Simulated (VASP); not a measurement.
Input of a VASP 6.6.1 run:

File INCAR:

```
  PREC = Accurate
  ENCUT = 520
  EDIFF = 1E-6
  ISMEAR = -1
  SIGMA = 0.05
  LREAL = False
  LASPH = True
  NELM = 60
  ALGO = Normal
  ISIF = 2
  LWAVE = False
  LCHARG = False
  GGA = PS
  NBANDS = 17
```

Contents of KPOINTS:

```
Automatic mesh
0
Gamma
  7 7 7
```

File POSCAR:

```
PbS
1.0
   -0.0148287500      2.9657500000      2.9657500000
    2.9657500000     -0.0148287500      2.9657500000
    2.9509212500      2.9509212500      0.0000000000
Pb S
1 1
Direct
    0.0000000000      0.0000000000      0.0000000000
    0.5000000000      0.5000000000      0.5000000000
```

Potentials or basis: VASP PAW PBE potentials, release 64 (Pb_d, S).

Command:

```bash
$ cat potpaw_PBE.64/Pb_d/POTCAR potpaw_PBE.64/S/POTCAR > POTCAR
$ mpirun -np 1 vasp_std > vasp.out
```

(1) Predict the band gap on the k mesh.

(2) Predict the pressure.

Answers

(1) 0.85 eV, indirect (least direct gap 0.89 eV).

(2) -1.0 GPa.

Caveat: the PAW data sets were made with another functional, which shifts forces and pressure a little; spin-orbit coupling is left out, which moves the levels of the heavy elements.
